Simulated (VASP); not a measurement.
LiTaH4:

```
Li Ta H
1.0
     3.79051    0.00000    0.00000
     0.00000    3.79051    0.00000
     0.00000    0.00000    5.86762
Li Ta H
1 1 4
Direct
  0.50000 0.50000 0.50000
  0.00000 0.00000 0.00000
  0.00000 0.00000 0.67374
  0.50000 0.00000 0.00000
  0.00000 0.50000 0.00000
  0.00000 0.00000 0.32626
```

* Program: VASP 6.6.1
* Task: relaxation of cell and atoms
* Functional: PBE
* Potentials or basis: VASP PAW PBE potentials, release 64 (Li_sv, Ta_pv, H)
* Cutoff: 600 eV
* k mesh: 4 × 4 × 4
* Occupations: gaussian, width 0.1 eV
* Spin: no spin polarisation

At the start: pressure -7.3 GPa; volume 14.05 Å³/atom.

**Question.** How do energy, volume and symmetry change on relaxing?

**Answer.** Over 8 steps the energy falls by 66.4 meV/atom and the volume is 11.93 Å³/atom (-15.1 %); space group P4/mmm (No. 123, to 0.05 Å).

The path:
```
step  energy change (eV)  largest force (eV/Å)  pressure (GPa)  volume (Å³)
   1              0.0000                0.3300           -7.26        84.31
   2             -0.3109                0.0950           -3.49        76.76
   3             -0.3799                0.3769           -0.35        72.53
   4             -0.3815                0.4303            0.32        71.78
   5             -0.3963                0.0354            0.00        71.46
   6             -0.3965                0.0710            0.03        71.49
   7             -0.3974                0.0503           -0.10        71.52
   8             -0.3984                0.0029           -0.38        71.57
```

Final structure:
```
Li Ta H
1.0
     3.53054    0.00000    0.00000
     0.00000    3.53054    0.00000
     0.00000    0.00000    5.74168
Li Ta H
1 1 4
Direct
  0.50000 0.50000 0.50000
  0.00000 0.00000 0.00000
  0.00000 0.00000 0.67251
  0.50000 0.00000 0.00000
  0.00000 0.50000 0.00000
  0.00000 0.00000 0.32749
```

Caveat: the k points lie up to 0.44 Å⁻¹ apart in the final cell; the cutoff is under 1.25 times the usual one of these potentials, so pressure, stress and relaxed cells hold a basis-set (Pulay) error; the volume moved by over 15 % at a fixed basis, so the end points are rough.
